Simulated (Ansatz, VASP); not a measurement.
**BaY: VASP beside Ansatz**

```
CELL_PARAMETERS angstrom
4.25569 0.00000 0.00000
0.00000 4.25569 0.00000
0.00000 0.00000 4.47542
ATOMIC_POSITIONS crystal
Ba 0.00000 0.00000 0.00000
Y 0.50000 0.50000 0.50000
```

Alike in both runs: task single point; functional PBE; k mesh 6 × 6 × 6; occupations fermi-dirac, width 0.05 eV; no spin polarisation.

|  | VASP | Ansatz |
| --- | --- | --- |
| version | VASP 6.6.1 | Ansatz 0.2.0 |
| potentials or method | VASP PAW PBE potentials, release 64 (Ba_sv, Y_sv), cutoff 520 eV | all-electron LAPW, scalar-relativistic |

|  | VASP | Ansatz | Ansatz less VASP |
| --- | --- | --- | --- |
| gap on the k mesh at the Fermi level (eV) | none | none | - |
| pressure (GPa) | 1.4 | 1.2 | -0.19 |
| traceless stress, the component that is largest in VASP (GPa) | -0.25 | -0.29 | -0.034 |

A gap of «none» marks a metal or a gap that the smearing closes. Ansatz ran all-electron here, and VASP with PAW potentials.

Neither program's run includes spin-orbit coupling.
